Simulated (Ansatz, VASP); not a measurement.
**One calculation of TaN, two programs**

```xyz
6
Lattice="5.1850 0.0000 0.0000 -2.5925 4.4903 0.0000 0.0000 0.0000 2.9080" Properties=species:S:1:pos:R:3 pbc="T T T"
Ta    0.0000    0.0000    0.0000
Ta    0.0000    2.9936    1.4540
Ta    2.5925    1.4968    1.4540
N     2.5925    0.0000    0.0000
N     1.2963    2.2452    0.0000
N    -1.2963    2.2452    0.0000
```

Alike in both runs: task single point; functional LDA; k mesh 4 × 4 × 7; occupations gaussian, width 0.05 eV; collinear spin; Hubbard terms Ta d U = 4.0 eV.

|  | VASP | Ansatz |
| --- | --- | --- |
| version | VASP 6.6.1 | Ansatz 0.2.0 |
| potentials or method | VASP PAW LDA potentials, release 64 (Ta_pv, N), cutoff 520 eV | scalar-relativistic, plane waves, PAW |
| valence electrons in the cell | 48 | 54 |

|  | VASP | Ansatz | Ansatz less VASP |
| --- | --- | --- | --- |
| gap on the k mesh at the Fermi level (eV) | none | none | - |
| pressure (GPa) | 9.0 | -1.2 | -10.20 |
| traceless stress, the component that is largest in VASP (GPa) | 1.06 | -3.45 | -4.503 |
| net moment per atom (μB) | 0.00 | 0.00 | 0.000 |

LDA's correlation is that of Perdew and Zunger in VASP and of Perdew and Wang (1992) in Ansatz. The programs project onto different local orbitals, so the same U acts differently, and such runs can settle in different states. A gap of «none» marks a metal or a gap that the smearing closes. VASP's potentials hold 48 valence electrons a cell and Ansatz's 54, so a difference there can come from the potentials and not from the codes. Ansatz's warnings: filled band counts differ across k points, seeded moment not kept.

Neither program's run includes spin-orbit coupling.
